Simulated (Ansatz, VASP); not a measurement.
# C: VASP beside Ansatz

```xyz
2
Lattice="2.1553 -1.2444 0.0000 2.1553 1.2444 0.0000 -1.3972 0.0000 3.5489" Properties=species:S:1:pos:R:3 pbc="T T T"
C    -0.6787    0.0000    3.5486
C     3.5922    0.0000    0.0003
```

Alike in both runs: task single point; functional HSE06; k mesh 8 × 8 × 4; occupations fermi-dirac, width 0.05 eV; no spin polarisation.

|  | VASP | Ansatz |
| --- | --- | --- |
| version | VASP 6.6.1 | Ansatz 0.2.0 |
| potentials or method | VASP PAW PBE potentials, release 64 (C) | Ansatz PAW |
| plane-wave cutoff (eV) | 520 | 420 |
| valence electrons in the cell | 8 | 8 |

```tsv
	VASP	Ansatz	Ansatz less VASP
gap on the k mesh at the Fermi level (eV)	2.02	2.02	+0.001
least direct gap on the mesh (eV)	2.02	2.02	+0.001
pressure (GPa)	-11.4	-12.0	-0.54
traceless stress, the component that is largest in VASP (GPa)	12.71	13.35	+0.639
rms of the force components (eV/Å)	0.005	0.004	-0.0002
```

Atom by atom the forces differ by 0.000 eV/Å (rms over components).

The k mesh is coarse, so the values compare programs but aren't converged.
